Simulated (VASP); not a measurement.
# Y2HgSe4 (P4/mmm) in VASP: notebook

The runs below take Y2HgSe4 through single point, with PBEsol, r2SCAN+rVV10.

All numbers are computed with VASP 6.6.1; they aren't measurements. Logs are shortened: lines on timing, memory, paths and dates and some standing lists are left out, and cuts for length are marked.

### 1 The cell of the first run

The structure is tetragonal, space group P4/mmm (No. 123). The conventional cell has a = 6.845 Å, b = 6.845 Å, c = 3.624 Å, α = 90.00°, β = 90.00°, γ = 90.00°. Y (site symmetry mmm) has 8 Se at 3.03 Å and 2 Y at 3.62 Å and 4 Hg at 3.87 Å within 4.0 Å. Within 3.4 Å of Hg (site symmetry 4/mmm) lie 4 Se at 2.61 Å. Within 3.4 Å of Se (site symmetry m2m) lie 1 Hg at 2.61 Å and 4 Y at 3.03 Å and 2 Se at 3.15 Å.

### 2 Single point, PBEsol

The input, INCAR:

```
PREC = Accurate ; ENCUT = 520
EDIFF = 1E-6 ; ISMEAR = -1
SIGMA = 0.03 ; LREAL = False
LASPH = True ; NELM = 60
ALGO = Normal ; ISIF = 2
LWAVE = False ; LCHARG = False
GGA = PS ; NBANDS = 38
```

The input, KPOINTS:

```
regular mesh
0
Gamma
  4 4 6
```

The input, POSCAR:

```
Y2HgSe4
1.0
    6.8451731273      0.0000000000      0.0000000000
    0.0000000000      6.8451731273      0.0000000000
    0.0000000000      0.0000000000      3.6239741505
Y Hg Se
2 1 4
Direct
    0.5000000000      0.0000000000      0.5000000000
    0.0000000000      0.5000000000      0.5000000000
    0.0000000000      0.0000000000      0.0000000000
    0.2701087792      0.7298912208      0.0000000000
    0.2701087792      0.2701087792      0.0000000000
    0.7298912208      0.7298912208      0.0000000000
    0.7298912208      0.2701087792      0.0000000000
```

Potentials or basis: VASP PAW PBE potentials, release 64 (Y_sv, Hg, Se).

The run is started by

```console
> cat potpaw_PBE.64/Y_sv/POTCAR potpaw_PBE.64/Hg/POTCAR potpaw_PBE.64/Se/POTCAR > POTCAR
> mpirun -np 1 vasp_std > vasp.out
```

OUTCAR:

```text
PREC = Accurate
   ENCUT = 520
   EDIFF = 1E-6
   ISMEAR = -1
   LREAL = False
   LASPH = True
   NELM = 60
   ISIF = 2
   GGA = PS

 ion  position               nearest neighbor table
   1  0.500  0.000  0.500-   4 3.03   5 3.03   6 3.03   7 3.03   4 3.03   5 3.03   6 3.03   7 3.03
                             3 3.87   3 3.87   3 3.87   3 3.87
   2  0.000  0.500  0.500-   4 3.03   5 3.03   6 3.03   7 3.03   4 3.03   5 3.03   6 3.03   7 3.03
                             3 3.87   3 3.87   3 3.87   3 3.87
   3  0.000  0.000  0.000-   4 2.61   5 2.61   6 2.61   7 2.61   1 3.87   2 3.87   1 3.87   2 3.87
                             2 3.87   2 3.87   1 3.87   1 3.87
   4  0.270  0.730  0.000-   3 2.61   2 3.03   1 3.03   1 3.03   2 3.03
   5  0.270  0.270  0.000-   3 2.61   2 3.03   1 3.03   1 3.03   2 3.03
   6  0.730  0.730  0.000-   3 2.61   2 3.03   1 3.03   1 3.03   2 3.03
   7  0.730  0.270  0.000-   3 2.61   2 3.03   1 3.03   1 3.03   2 3.03

  LATTYP: Found a simple tetragonal cell.
 ALAT       =     6.8451731273
 C/A-ratio  =     0.5294203789

  Lattice vectors:

 A1 = (   6.8451731273,   0.0000000000,   0.0000000000)
 A2 = (   0.0000000000,   6.8451731273,   0.0000000000)
 A3 = (   0.0000000000,   0.0000000000,   3.6239741505)

Analysis of symmetry for initial positions (statically):
=====================================================================
 Subroutine PRICEL returns:
 Original cell was already a primitive cell.

 Routine SETGRP: Setting up the symmetry group for a
 simple tetragonal supercell.

 Subroutine GETGRP returns: Found 16 space group operations
 (whereof 16 operations were pure point group operations)
 out of a pool of 16 trial point group operations.

The static configuration has the point symmetry D_4h.

Analysis of symmetry for dynamics (positions and initial velocities):
=====================================================================
 Subroutine PRICEL returns:
 Original cell was already a primitive cell.

 Routine SETGRP: Setting up the symmetry group for a
 simple tetragonal supercell.

 Subroutine GETGRP returns: Found 16 space group operations
 (whereof 16 operations were pure point group operations)
 out of a pool of 16 trial point group operations.

The dynamic configuration has the point symmetry D_4h.

 Subroutine INISYM returns: Found 16 space group operations
 (whereof 16 operations are pure point group operations),
 and found     1 'primitive' translations

----------------------------------------------------------------------------------------

                                     Primitive cell

  volume of cell :     169.8064

  direct lattice vectors                    reciprocal lattice vectors
     6.845173127  0.000000000  0.000000000     0.146088343  0.000000000  0.000000000
     0.000000000  6.845173127  0.000000000     0.000000000  0.146088343  0.000000000
     0.000000000  0.000000000  3.623974151     0.000000000  0.000000000  0.275940158

  length of vectors
     6.845173127  6.845173127  3.623974151     0.146088343  0.146088343  0.275940158

  position of ions in fractional coordinates (direct lattice)
     0.500000000  0.000000000  0.500000000
     0.000000000  0.500000000  0.500000000
     0.000000000  0.000000000  0.000000000
     0.270108779  0.729891221  0.000000000
     0.270108779  0.270108779  0.000000000
     0.729891221  0.729891221  0.000000000
     0.729891221  0.270108779  0.000000000

  ion indices of the primitive-cell ions
   primitive index   ion index
                 1           1
                 2           2
                 3           3
                 4           4
                 5           5
                 6           6
                 7           7

----------------------------------------------------------------------------------------

 KPOINTS: regular mesh

Automatic generation of k-mesh.
 Grid dimensions read from file:
 generate k-points for:    4    4    6

 Generating k-lattice:

  Cartesian coordinates                     Fractional coordinates (reciprocal lattice)
     0.036522086  0.000000000  0.000000000     0.250000000  0.000000000  0.000000000
     0.000000000  0.036522086  0.000000000     0.000000000  0.250000000  0.000000000
     0.000000000  0.000000000  0.045990026     0.000000000  0.000000000  0.166666667

  Length of vectors
     0.036522086  0.036522086  0.045990026

  Shift w.r.t. Gamma in fractional coordinates (k-lattice)
     0.000000000  0.000000000  0.000000000

 Subroutine IBZKPT returns following result:
 ===========================================

 Found     24 irreducible k-points:

 Following reciprocal coordinates:
            Coordinates               Weight
  0.000000  0.000000  0.000000      1.000000
  0.250000  0.000000  0.000000      4.000000
  0.500000  0.000000  0.000000      2.000000
  0.250000  0.250000  0.000000      4.000000
  0.500000  0.250000  0.000000      4.000000
  0.500000  0.500000  0.000000      1.000000
[... 16 lines left out ...]
  0.500000  0.250000  0.500000      4.000000
  0.500000  0.500000  0.500000      1.000000
   k-points           NKPTS =     24   k-points in BZ     NKDIM =     24   number of bands    NBANDS=     38
   number of dos      NEDOS =    301   number of ions     NIONS =      7
   total plane-waves  NPLWV =  81648
   dimension x,y,z NGX =    54 NGY =   54 NGZ =   28
   dimension x,y,z NGXF=   108 NGYF=  108 NGZF=   56
   ions per type =               2   1   4
   NGX,Y,Z   is equivalent  to a cutoff of  13.11, 13.11, 12.84 a.u.
   NGXF,Y,Z  is equivalent  to a cutoff of  26.23, 26.23, 25.69 a.u.
 SYSTEM =  unknown system
   PREC   = accura    normal or accurate (medium, high low for compatibility)
   ISTART =      0    job   : 0-new  1-cont  2-samecut
   ICHARG =      2    charge: 1-file 2-atom 10-const
   ISPIN  =      1    spin polarized calculation?
   LNONCOLLINEAR =      F non collinear calculations
   LSORBIT =      F    spin-orbit coupling
   LASPH  =      T    aspherical Exc in radial PAW
   ENCUT  =  520.0 eV  38.22 Ry    6.18 a.u.  12.73 12.73  6.74*2*pi/ulx,y,z
   NELM   =     60;   NELMIN=  2; NELMDL= -5     # of ELM steps
   EDIFF  = 0.1E-05   stopping-criterion for ELM
   LREAL  =      F    real-space projection
   EDIFFG = 0.1E-04   stopping-criterion for IOM
   NSW    =      0    number of steps for IOM
   IBRION =     -1    ionic relax: 0-MD 1-quasi-New 2-CG
   NFREE  =      0    steps in history (QN), initial steepest desc. (CG)
   ISIF   =      2    stress and relaxation
   ISYM   =      2    0-nonsym 1-usesym 2-fastsym
   POTIM  = 0.5000    time-step for ionic-motion
   TEBEG  =    0.0;   TEEND  =   0.0 temperature during run
   PSTRESS=    0.0 pullay stress
   NELECT =      58.0000    total number of electrons
   NUPDOWN=      -1.0000    fix difference up-down
   EMIN   =  10.00;   EMAX   =-10.00  energy-range for DOS
   EFERMI =   0.00;   METHOD = LEGACY
   ISMEAR =    -1;   SIGMA  =   0.03  broadening in eV -4-tet -1-fermi 0-gaus
   EFERMI_NEDOS =   21; number of points for ismear=-14 and -15
   IALGO  =     38    algorithm
   IMIX   =      4    mixing-type and parameters
     AMIX     =   0.40;   BMIX     =  1.00
     AMIX_MAG =   1.60;   BMIX_MAG =  1.00
  volume/ion in A,a.u.               =      24.26       163.70
  Fermi-wavevector in a.u.,A,eV,Ry     =   1.144369  2.162544 17.817930  1.309581
  Thomas-Fermi vector in A             =   2.281061
   LORBIT       =      0    0 simple, 1 ext, 2 COOP (PROOUT), +10 PAW based schemes
   GGA     = PS    functional components
   LHFCALC =     F    Hartree Fock is set to
   AEXX    =    0.0000 exact exchange contribution
   IVDW    =     0    specifies the selected vdW correction
   LEPSILON=     F    determine dielectric tensor
   LRPA    =     F    only Hartree local field effects (RPA)
 non-spin polarized calculation
  energy-cutoff  :      520.00
  volume of cell :      169.81
 maximum number of plane-waves:      4606
 NGX is ok and might be reduce to    54
   NGX = 25   NGY = 25   NGZ = 13

 number of electron      58.0000004 magnetization

 Free energy of the ion-electron system (eV)
  ---------------------------------------------------
  ext. energy  EPLUGINS =         0.00000000
  ---------------------------------------------------
  free energy    TOTEN  =       -37.20201207 eV

  energy without entropy =      -37.19686381  energy(sigma->0) =      -37.19943794

 E-fermi :   4.3294     XC(G=0): -10.0970

 val. band max:        4.3293204411   @ k =   0.5000   0.0000   0.0000
 cond. band min:       4.4129073431   @ k =   0.5000   0.0000   0.5000
 fundamental gap:      0.0835869020
 Fermi energy:         4.3294194431

 k-point     1 :       0.0000    0.0000    0.0000
  band No.  band energies     occupation
      1     -39.2223      2.00000
      2     -39.2214      2.00000
      3     -19.2657      2.00000
      4     -19.2657      2.00000
      5     -19.2152      2.00000
      6     -19.2152      2.00000
[... 30 lines left out ...]
     37       6.7630      0.00000
     38       7.1013      0.00000

 k-point     2 :       0.2500    0.0000    0.0000
  band No.  band energies     occupation
      1     -39.2222      2.00000
      2     -39.2216      2.00000
      3     -19.2632      2.00000
      4     -19.2628      2.00000
      5     -19.2184      2.00000
      6     -19.2182      2.00000
[... 30 lines left out ...]
     37       6.8899      0.00000
     38       7.2945      0.00000

 k-point     3 :       0.5000    0.0000    0.0000
  band No.  band energies     occupation
      1     -39.2219      2.00000
      2     -39.2219      2.00000
      3     -19.2604      2.00000
      4     -19.2594      2.00000
      5     -19.2220      2.00000
      6     -19.2216      2.00000
[... 30 lines left out ...]
     37       7.4637      0.00000
[... 781 lines left out ...]
 k-point    23 :       0.5000    0.2500    0.5000
  band No.  band energies     occupation
      1     -39.2021      2.00000
      2     -39.2021      2.00000
      3     -19.3674      2.00000
      4     -19.3673      2.00000
      5     -19.2201      2.00000
      6     -19.2061      2.00000
[... 30 lines left out ...]
     37       8.2612      0.00000
     38       8.2847      0.00000

 k-point    24 :       0.5000    0.5000    0.5000
  band No.  band energies     occupation
      1     -39.2021      2.00000
      2     -39.2021      2.00000
      3     -19.3672      2.00000
      4     -19.3672      2.00000
      5     -19.2230      2.00000
      6     -19.2032      2.00000
[... 30 lines left out ...]
     37       8.7539      0.00000
     38       8.9352      0.00000

------------------------ aborting loop because EDIFF is reached ----------------------------------------

  FORCE on cell =-STRESS in cart. coord.  units (eV):
  Direction    XX          YY          ZZ          XY          YZ          ZX
  --------------------------------------------------------------------------------------
  -------------------------------------------------------------------------------------
  Total        0.3143203      0.3143203      0.0400766      0.0000000      0.0000000      0.0000000
  in kB        2.9657123      2.9657123      0.3781358      0.0000000      0.0000000      0.0000000
  external PRESSURE =       2.1031868 kB  Pullay stress =       0.0000000 kB

 VOLUME and BASIS-vectors are now :
 -----------------------------------------------------------------------------
  energy-cutoff  :      520.00
  volume of cell :      169.81
      direct lattice vectors                 reciprocal lattice vectors
     6.845173127  0.000000000  0.000000000     0.146088343  0.000000000  0.000000000
     0.000000000  6.845173127  0.000000000     0.000000000  0.146088343  0.000000000
     0.000000000  0.000000000  3.623974151     0.000000000  0.000000000  0.275940158

 POSITION                                       TOTAL-FORCE (eV/Angst)
 -----------------------------------------------------------------------------------
      3.42259      0.00000      1.81199         0.000000      0.000000      0.000000
      0.00000      3.42259      1.81199         0.000000      0.000000      0.000000
      0.00000      0.00000      0.00000         0.000000      0.000000      0.000000
      1.84894      4.99623      0.00000         0.036838     -0.036838     -0.000000
      1.84894      1.84894      0.00000         0.036838      0.036838      0.000000
      4.99623      4.99623      0.00000        -0.036838     -0.036838     -0.000000
      4.99623      1.84894      0.00000        -0.036838      0.036838      0.000000
 -----------------------------------------------------------------------------------
    total drift:                                0.000000      0.000000      0.000000

  FREE ENERGIE OF THE ION-ELECTRON SYSTEM (eV)
  ---------------------------------------------------
  free  energy   TOTEN  =       -37.2020120744 eV

  energy  without entropy=      -37.1968638132  energy(sigma->0) =      -37.19943794
```

It took 1.7 min on 1 thread of Intel Xeon 6975P-C (Granite Rapids), shared host; peak memory 0.37 GiB.

Results:

```
Free energy            : -37.2020 eV
Pressure               : 0.2 GPa
Largest force          : 0.052 eV/Å
Band gap on the k mesh : zero (bands 29 and 30 overlap by 0.72 eV)
```

Forces on the atoms (eV/Å):
```
Y    0.000  0.000  0.000
Y    0.000  0.000  0.000
Hg   0.000  0.000  0.000
Se   0.037 -0.037  0.000
Se   0.037  0.037  0.000
Se  -0.037 -0.037  0.000
Se  -0.037  0.037  0.000
```

Stress tensor (GPa, compression positive):
```
0.30 0.00 0.00
0.00 0.30 0.00
0.00 0.00 0.04
```

Levels at points of the mesh, in eV from the Fermi level:
```csv
k point,band 26,band 27,band 28,band 29,band 30,band 31,band 32,band 33
"(0.00, 0.00, 0.00)",-1.39,-1.21,-1.21,-0.44,0.50,0.81,0.85,1.39
"(0.50, 0.00, 0.00)",-1.47,-1.24,-0.98,-0.18,-0.07,0.00,1.35,1.80
"(0.50, 0.50, 0.00)",-2.09,-1.78,-0.90,-0.90,0.28,0.28,2.02,2.17
"(0.00, 0.00, 0.50)",-1.32,-1.32,-0.95,-0.35,1.16,1.28,1.33,1.77
"(0.50, 0.00, 0.50)",-3.11,-3.01,-0.72,-0.18,0.08,1.23,2.05,2.55
"(0.50, 0.50, 0.50)",-3.15,-2.68,-2.68,-1.82,1.17,1.40,1.40,1.58
```

Caveat: the PAW data sets were made with another functional, which shifts forces and pressure a little; spin-orbit coupling is left out, which moves the levels of the heavy elements.

[end of part 1 of 2]
